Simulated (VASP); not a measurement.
WC:

```
W C
1.0
     0.00000    2.30211    2.30211
     2.30211    0.00000    2.30211
     2.30211    2.30211    0.00000
W C
1 1
Cartesian
  0.0000 0.0000 0.0000
  3.4532 3.4532 3.4532
```

* Program: VASP 6.6.1
* Task: relaxation of cell and atoms
* Functional: HSE06
* Potentials or basis: VASP PAW PBE potentials, release 64 (W_sv, C)
* Cutoff: 600 eV
* k mesh: 5 × 5 × 5
* Occupations: fermi-dirac, width 0.05 eV
* Spin: no spin polarisation

At the start: pressure 11.6 GPa; volume 12.20 Å³/atom.

Problem. Where does the relaxation end?

Solution. Over 4 steps the energy falls by 16.1 meV/atom and the volume is 12.66 Å³/atom (+3.8 %); space group F-43m (No. 216, to 0.05 Å).

Step by step:
```
step  energy change (eV)  largest force (eV/Å)  pressure (GPa)  volume (Å³)
   1              0.0000                0.0000           11.58        24.40
   2              0.1346                0.0000          -21.26        27.65
   3             -0.0322                0.0000           -0.36        25.35
   4             -0.0322                0.0000           -0.05        25.32
```

Final structure:
```
W C
1.0
     0.00000    2.33067    2.33067
     2.33067    0.00000    2.33067
     2.33067    2.33067    0.00000
W C
1 1
Direct
  0.00000 0.00000 0.00000
  0.75000 0.75000 0.75000
```

Caveat: the k points lie up to 0.47 Å⁻¹ apart in the final cell; the PAW data sets were made with another functional, which shifts forces and pressure a little.
